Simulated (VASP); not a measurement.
# Sr (I4_1/amd) in VASP: notebook

The runs below take Sr through single point, with PBE.

All numbers are computed with VASP 6.6.1; they aren't measurements. Logs are shortened: lines on timing, memory, paths and dates and some standing lists are left out, and cuts for length are marked.

### 1 The cell of the first run

It takes space group I4_1/amd (No. 141, tetragonal). The conventional cell has a = 7.363 Å, b = 7.363 Å, c = 4.015 Å, α = 90.00°, β = 90.00°, γ = 90.00°. Within 5.0 Å of Sr (site symmetry -4m2) lie 10 Sr at 3.82 to 4.76 Å.

### 2 Single point, PBE

INCAR reads:

```
SYSTEM = Sr
PREC     = Accurate       ! precision mode
ENCUT    = 520            ! plane-wave cutoff, eV
EDIFF    = 1E-6           ! SCF threshold, eV
ISMEAR   = -1             ! smearing method
SIGMA    = 0.05           ! smearing width, eV
LREAL    = .False.        ! projectors in reciprocal space
LASPH    = .True.         ! aspherical terms in the spheres
NELM     = 100            ! most SCF steps
ALGO     = Normal         ! electronic algorithm
ISIF     = 2              ! what is computed and relaxed
LWAVE    = .False.        ! write WAVECAR
LCHARG   = .False.        ! write CHGCAR
GGA      = PE             ! functional
NBANDS   = 17             ! bands
```

KPOINTS reads:

```
Automatic mesh
0
Gamma
  8 8 8
  0 0 0
```

POSCAR reads:

```
Sr
1.0
   -3.6814826397      3.6814826397      2.0073131289
    3.6814826397     -3.6814826397      2.0073131289
    3.6814826397      3.6814826397     -2.0073131289
Sr
2
Direct
    0.0000000000      0.0000000000      0.0000000000
    0.7500000000      0.2500000000      0.5000000000
```

Potentials or basis: VASP PAW PBE potentials, release 64 (Sr_sv).

On the command line:

```console
$ cat potpaw_PBE.64/Sr_sv/POTCAR > POTCAR
$ mpirun -np 1 vasp_std > vasp.out
```

OUTCAR:

```text
SYSTEM = Sr
   PREC = Accurate
   ENCUT = 520
   EDIFF = 1E-6
   ISMEAR = -1
   LREAL = .False.
   LASPH = .True.
   NELM = 100
   ISIF = 2
   GGA = PE

 ion  position               nearest neighbor table
   1  0.000  0.000  0.000-   2 3.82   2 3.82   2 3.82   2 3.82   2 4.76   2 4.76   2 4.76   2 4.76

   2  0.750  0.250  0.500-   1 3.82   1 3.82   1 3.82   1 3.82   1 4.76   1 4.76   1 4.76   1 4.76

  LATTYP: Found a body centered tetragonal cell.
 ALAT       =     7.3629652794
 C/A-ratio  =     0.5452458494

  Lattice vectors:

 A1 = (  -3.6814826397,   3.6814826397,   2.0073131289)
 A2 = (   3.6814826397,  -3.6814826397,   2.0073131289)
 A3 = (   3.6814826397,   3.6814826397,  -2.0073131289)

Analysis of symmetry for initial positions (statically):
=====================================================================
 Subroutine PRICEL returns:
 Original cell was already a primitive cell.

 Routine SETGRP: Setting up the symmetry group for a
 body centered tetragonal supercell.

 Subroutine GETGRP returns: Found 16 space group operations
 (whereof  8 operations were pure point group operations)
 out of a pool of 16 trial point group operations.

The static configuration has the point symmetry D_2d.
 The point group associated with its full space group is D_4h.

Analysis of symmetry for dynamics (positions and initial velocities):
=====================================================================
 Subroutine PRICEL returns:
 Original cell was already a primitive cell.

 Routine SETGRP: Setting up the symmetry group for a
 body centered tetragonal supercell.

 Subroutine GETGRP returns: Found 16 space group operations
 (whereof  8 operations were pure point group operations)
 out of a pool of 16 trial point group operations.

The dynamic configuration has the point symmetry D_2d.
 The point group associated with its full space group is D_4h.

 Subroutine INISYM returns: Found 16 space group operations
 (whereof  8 operations are pure point group operations),
 and found     1 'primitive' translations

----------------------------------------------------------------------------------------

                                     Primitive cell

  volume of cell :     108.8230

  direct lattice vectors                    reciprocal lattice vectors
    -3.681482640  3.681482640  2.007313129     0.000000000  0.135814847  0.249089189
     3.681482640 -3.681482640  2.007313129     0.135814847  0.000000000  0.249089189
     3.681482640  3.681482640 -2.007313129     0.135814847  0.135814847  0.000000000

  length of vectors
     5.579958320  5.579958320  5.579958320     0.283709529  0.283709529  0.192071198

  position of ions in fractional coordinates (direct lattice)
     0.000000000  0.000000000  0.000000000
     0.750000000  0.250000000  0.500000000

  ion indices of the primitive-cell ions
   primitive index   ion index
                 1           1
                 2           2

----------------------------------------------------------------------------------------

 KPOINTS: Automatic mesh

Automatic generation of k-mesh.
 Grid dimensions read from file:
 generate k-points for:    8    8    8

 Generating k-lattice:

  Cartesian coordinates                     Fractional coordinates (reciprocal lattice)
     0.000000000  0.016976856  0.031136149     0.125000000  0.000000000  0.000000000
     0.016976856  0.000000000  0.031136149     0.000000000  0.125000000  0.000000000
     0.016976856  0.016976856  0.000000000     0.000000000  0.000000000  0.125000000

  Length of vectors
     0.035463691  0.035463691  0.024008900

  Shift w.r.t. Gamma in fractional coordinates (k-lattice)
     0.000000000  0.000000000  0.000000000

 Subroutine IBZKPT returns following result:
 ===========================================

 Found     59 irreducible k-points:

 Following reciprocal coordinates:
            Coordinates               Weight
  0.000000  0.000000  0.000000      1.000000
  0.125000  0.000000  0.000000      8.000000
  0.250000  0.000000  0.000000      8.000000
  0.375000  0.000000  0.000000      8.000000
  0.500000  0.000000  0.000000      4.000000
  0.125000  0.125000  0.000000      8.000000
[... 16 lines left out ...]
  0.250000  0.125000  0.125000     16.000000
  0.375000  0.125000  0.125000      8.000000
 [... further k-points ...]
   k-points           NKPTS =     59   k-points in BZ     NKDIM =     59   number of bands    NBANDS=     17
   number of dos      NEDOS =    301   number of ions     NIONS =      2
   total plane-waves  NPLWV =  74088
   dimension x,y,z NGX =    42 NGY =   42 NGZ =   42
   dimension x,y,z NGXF=    84 NGYF=   84 NGZF=   84
   ions per type =               2
   NGX,Y,Z   is equivalent  to a cutoff of  12.51, 12.51, 12.51 a.u.
   NGXF,Y,Z  is equivalent  to a cutoff of  25.03, 25.03, 25.03 a.u.
 SYSTEM =  Sr
   PREC   = accura    normal or accurate (medium, high low for compatibility)
   ISTART =      0    job   : 0-new  1-cont  2-samecut
   ICHARG =      2    charge: 1-file 2-atom 10-const
   ISPIN  =      1    spin polarized calculation?
   LNONCOLLINEAR =      F non collinear calculations
   LSORBIT =      F    spin-orbit coupling
   LASPH  =      T    aspherical Exc in radial PAW
   ENCUT  =  520.0 eV  38.22 Ry    6.18 a.u.  10.38 10.38 10.38*2*pi/ulx,y,z
   NELM   =    100;   NELMIN=  2; NELMDL= -5     # of ELM steps
   EDIFF  = 0.1E-05   stopping-criterion for ELM
   LREAL  =      F    real-space projection
   EDIFFG = 0.1E-04   stopping-criterion for IOM
   NSW    =      0    number of steps for IOM
   IBRION =     -1    ionic relax: 0-MD 1-quasi-New 2-CG
   NFREE  =      0    steps in history (QN), initial steepest desc. (CG)
   ISIF   =      2    stress and relaxation
   ISYM   =      2    0-nonsym 1-usesym 2-fastsym
   POTIM  = 0.5000    time-step for ionic-motion
   TEBEG  =    0.0;   TEEND  =   0.0 temperature during run
   PSTRESS=    0.0 pullay stress
   NELECT =      20.0000    total number of electrons
   NUPDOWN=      -1.0000    fix difference up-down
   EMIN   =  10.00;   EMAX   =-10.00  energy-range for DOS
   EFERMI =   0.00;   METHOD = LEGACY
   ISMEAR =    -1;   SIGMA  =   0.05  broadening in eV -4-tet -1-fermi 0-gaus
   EFERMI_NEDOS =   21; number of points for ismear=-14 and -15
   IALGO  =     38    algorithm
   IMIX   =      4    mixing-type and parameters
     AMIX     =   0.40;   BMIX     =  1.00
     AMIX_MAG =   1.60;   BMIX_MAG =  1.00
  volume/ion in A,a.u.               =      54.41       367.19
  Fermi-wavevector in a.u.,A,eV,Ry     =   0.930775  1.758909 11.787295  0.866342
  Thomas-Fermi vector in A             =   2.057199
   LORBIT       =      0    0 simple, 1 ext, 2 COOP (PROOUT), +10 PAW based schemes
   GGA     = PE    functional components
[... 5 lines left out ...]
 non-spin polarized calculation
  energy-cutoff  :      520.00
  volume of cell :      108.82
 maximum number of plane-waves:      2956
 NGX is ok and might be reduce to    42
   NGX = 21   NGY = 21   NGZ = 21

 number of electron      20.0000001 magnetization

 Free energy of the ion-electron system (eV)
  ---------------------------------------------------
  ext. energy  EPLUGINS =         0.00000000
  ---------------------------------------------------
  free energy    TOTEN  =        -2.77167140 eV

  energy without entropy =       -2.74353870  energy(sigma->0) =       -2.75760505

 E-fermi :   1.4727     XC(G=0):  -7.3736

 val. band max:        1.4687712071   @ k =   0.3750   0.1250   0.0000
 cond. band min:       1.4944819382   @ k =  -0.2500  -0.2500   0.1250
 fundamental gap:      0.0257107311
 Fermi energy:         1.4727378526

 k-point     1 :       0.0000    0.0000    0.0000
  band No.  band energies     occupation
      1     -35.1821      2.00000
      2     -35.1407      2.00000
      3     -17.2811      2.00000
      4     -17.2811      2.00000
      5     -17.0557      2.00000
      6     -17.0518      2.00000
[... 9 lines left out ...]
     16       5.0709      0.00000
     17       5.0841      0.00000

 k-point     2 :       0.1250    0.0000    0.0000
  band No.  band energies     occupation
      1     -35.1792      2.00000
      2     -35.1404      2.00000
      3     -17.2787      2.00000
      4     -17.2680      2.00000
      5     -17.0857      2.00000
      6     -17.0802      2.00000
[... 9 lines left out ...]
     16       4.5236      0.00000
     17       4.6502      0.00000

 k-point     3 :       0.2500    0.0000    0.0000
  band No.  band energies     occupation
      1     -35.1720      2.00000
      2     -35.1402      2.00000
      3     -17.2729      2.00000
      4     -17.2403      2.00000
      5     -17.1564      2.00000
      6     -17.1383      2.00000
[... 9 lines left out ...]
     16       4.2192      0.00000
     17       4.2506      0.00000

 k-point     4 :       0.3750    0.0000    0.0000
  band No.  band energies     occupation
      1     -35.1640      2.00000
      2     -35.1407      2.00000
      3     -17.2671      2.00000
      4     -17.2494      2.00000
      5     -17.2210      2.00000
      6     -17.1543      2.00000
[... 9 lines left out ...]
     16       4.0945      0.00000
     17       4.9503      0.00000

 k-point     5 :       0.5000    0.0000    0.0000
  band No.  band energies     occupation
      1     -35.1602      2.00000
      2     -35.1415      2.00000
      3     -17.2717      2.00000
      4     -17.2646      2.00000
      5     -17.2455      2.00000
      6     -17.1320      2.00000
[... 9 lines left out ...]
     16       4.2444      0.00000
     17       4.9584      0.00000

 k-point     6 :       0.1250    0.1250    0.0000
  band No.  band energies     occupation
      1     -35.1733      2.00000
      2     -35.1389      2.00000
      3     -17.2634      2.00000
      4     -17.2608      2.00000
      5     -17.1487      2.00000
      6     -17.1455      2.00000
[... 9 lines left out ...]
     16       4.0304      0.00000
     17       4.1431      0.00000
[... 281 lines left out ...]
 k-point    21 :       0.5000    0.5000    0.0000
  band No.  band energies     occupation
      1     -35.1613      2.00000
      2     -35.1613      2.00000
      3     -17.1743      2.00000
      4     -17.1743      2.00000
      5     -17.1652      2.00000
      6     -17.1652      2.00000
[... 9 lines left out ...]
     16       4.0524      0.00000
     17       5.5910      0.00000

 k-point    22 :       0.1250    0.1250    0.1250
  band No.  band energies     occupation
      1     -35.1693      2.00000
      2     -35.1429      2.00000
      3     -17.2490      2.00000
      4     -17.2390      2.00000
      5     -17.1562      2.00000
      6     -17.1390      2.00000
[... 9 lines left out ...]
     16       4.2114      0.00000
     17       4.2582      0.00000

 k-point    23 :       0.2500    0.1250    0.1250
  band No.  band energies     occupation
      1     -35.1614      2.00000
      2     -35.1434      2.00000
      3     -17.2677      2.00000
      4     -17.2356      2.00000
      5     -17.2062      2.00000
      6     -17.1540      2.00000
[... 9 lines left out ...]
     16       4.4169      0.00000
     17       5.0083      0.00000

 k-point    24 :       0.3750    0.1250    0.1250
  band No.  band energies     occupation
      1     -35.1575      2.00000
      2     -35.1442      2.00000
      3     -17.2857      2.00000
      4     -17.2545      2.00000
      5     -17.2126      2.00000
      6     -17.1264      2.00000
[... 9 lines left out ...]
     16       4.4096      0.00000
     17       4.9545      0.00000

 [... further k-points ...]
[... 5 lines left out ...]
  --------------------------------------------------------------------------------------
  -------------------------------------------------------------------------------------
  Total        0.2433792      0.2433792     -0.1071015      0.0000000      0.0000000      0.0000000
  in kB        3.5832197      3.5832197     -1.5768330      0.0000000      0.0000000      0.0000000
  external PRESSURE =       1.8632022 kB  Pullay stress =       0.0000000 kB

 VOLUME and BASIS-vectors are now :
 -----------------------------------------------------------------------------
  energy-cutoff  :      520.00
  volume of cell :      108.82
      direct lattice vectors                 reciprocal lattice vectors
    -3.681482640  3.681482640  2.007313129     0.000000000  0.135814847  0.249089189
     3.681482640 -3.681482640  2.007313129     0.135814847  0.000000000  0.249089189
     3.681482640  3.681482640 -2.007313129     0.135814847  0.135814847  0.000000000

 POSITION                                       TOTAL-FORCE (eV/Angst)
 -----------------------------------------------------------------------------------
      0.00000      0.00000      0.00000        -0.000000      0.000000     -0.000000
      0.00000      3.68148      1.00366         0.000000     -0.000000      0.000000
 -----------------------------------------------------------------------------------
    total drift:                               -0.000000     -0.000000      0.000000

  FREE ENERGIE OF THE ION-ELECTRON SYSTEM (eV)
  ---------------------------------------------------
  free  energy   TOTEN  =        -2.7716713972 eV

  energy  without entropy=       -2.7435386979  energy(sigma->0) =       -2.75760505
```

It took 58 s on 1 thread of Intel Xeon 6975P-C (Granite Rapids), shared host; peak memory 0.3 GiB.

Results:

* Free energy: -2.7717 eV
* Pressure: 0.2 GPa
* Band gap on the k mesh: zero (band 10 reaches 1.82 eV, above the bottom of band 11 at 1.29 eV)

Stress tensor (GPa, compression positive):
```
 0.36  0.00  0.00
 0.00  0.36  0.00
 0.00  0.00 -0.16
```

Levels at points of the mesh, in eV from the Fermi level:
```
           k point  band 8  band 9  band 10  band 11  band 12  band 13
(0.00, 0.00, 0.00)  -18.50   -3.47    -0.35     0.69     1.12     1.74
(0.50, 0.00, 0.00)  -18.49   -0.82    -0.05    -0.04     1.09     1.32
(0.50, 0.50, 0.00)  -18.51   -1.85    -1.85     1.10     1.10     1.64
(0.50, 0.50, 0.50)  -18.47   -1.12    -1.12    -0.03    -0.03     1.70
```

### 3 Single point, PBE

This run uses another cell than the first one, of 55.52 Å³/atom, 1.020 times its volume.

INCAR reads:

```
  PREC = Accurate
  ENCUT = 520
  EDIFF = 1E-6
  ISMEAR = -1
  SIGMA = 0.05
  LREAL = False
  LASPH = True
  NELM = 80
  ALGO = Normal
  ISIF = 2
  LWAVE = False
  LCHARG = False
  GGA = PE
  NBANDS = 17
```

KPOINTS reads:

```
regular mesh
0
Gamma
  8 8 8
```

POSCAR reads:

```
Sr
1.0
   -3.7063582770      3.7063582770      2.0208764669
    3.7063582770     -3.7063582770      2.0208764669
    3.7063582770      3.7063582770     -2.0208764669
Sr
2
Direct
    0.0000000000      0.0000000000      0.0000000000
    0.7500000000      0.2500000000      0.5000000000
```

Potentials or basis: VASP PAW PBE potentials, release 64 (Sr_sv).

On the command line:

```console
$ cat potpaw_PBE.64/Sr_sv/POTCAR > POTCAR
$ mpirun -np 1 vasp_std > vasp.out
```

Wall time 53 s (1 thread of Intel Xeon 6975P-C (Granite Rapids), shared host); peak memory 0.3 GiB.

It converged, with:

| Quantity | Value |
| --- | --- |
| Free energy | -2.7731 eV |
| Pressure | 0.0 GPa |
| Band gap on the k mesh | zero (band 10 reaches 1.77 eV, above the bottom of band 11 at 1.23 eV) |

Stress tensor (GPa, compression positive):
```
 0.18  0.00  0.00
 0.00  0.18  0.00
 0.00  0.00 -0.33
```

Levels at points of the mesh, in eV from the Fermi level:
```csv
k point,band 7,band 8,band 9,band 10,band 11,band 12,band 13,band 14
"(0.00, 0.00, 0.00)",-18.55,-18.55,-3.45,-0.33,0.68,1.11,1.72,2.67
"(0.50, 0.00, 0.00)",-18.62,-18.54,-0.83,-0.07,-0.02,1.06,1.30,1.82
"(0.50, 0.50, 0.00)",-18.56,-18.56,-1.86,-1.86,1.09,1.09,1.61,1.61
"(0.50, 0.50, 0.50)",-18.52,-18.52,-1.13,-1.13,-0.06,-0.06,1.67,1.67
```

(Continued in part 2 of 2.)
